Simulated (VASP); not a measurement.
A run of VASP 6.6.1 is set up as follows.

INCAR

```
ALGO = Normal
EDIFF = 1E-7
ENCUT = 520
GGA = PE
ISIF = 2
ISMEAR = -1
LASPH = T
LCHARG = F
LREAL = F
LWAVE = F
NBANDS = 13
NELM = 80
PREC = Accurate
SIGMA = 0.1
```

The input KPOINTS:

```
k-points
0
Gamma
  18 18 18
```

The input POSCAR:

```
Pb
1.0
    0.0000000000      2.6145181916      2.6145181916
    2.6145181916      0.0000000000      2.6145181916
    2.6145181916      2.6145181916      0.0000000000
Pb
1
Direct
    0.0000000000      0.0000000000      0.0000000000
```

Potentials or basis: VASP PAW PBE potentials, release 64 (Pb_d).

Run with:

```sh
$ cat potpaw_PBE.64/Pb_d/POTCAR > POTCAR
$ mpirun -np 1 vasp_std > vasp.out
```

(1) Estimate the pressure.

(2) What does it give for the band gap on the k mesh?

Results:

(1) -3.4 GPa.

(2) zero (band 7 reaches 11.76 eV, above the bottom of band 8 at 4.36 eV).

Caveat: spin-orbit coupling is left out, which moves the levels of the heavy elements.
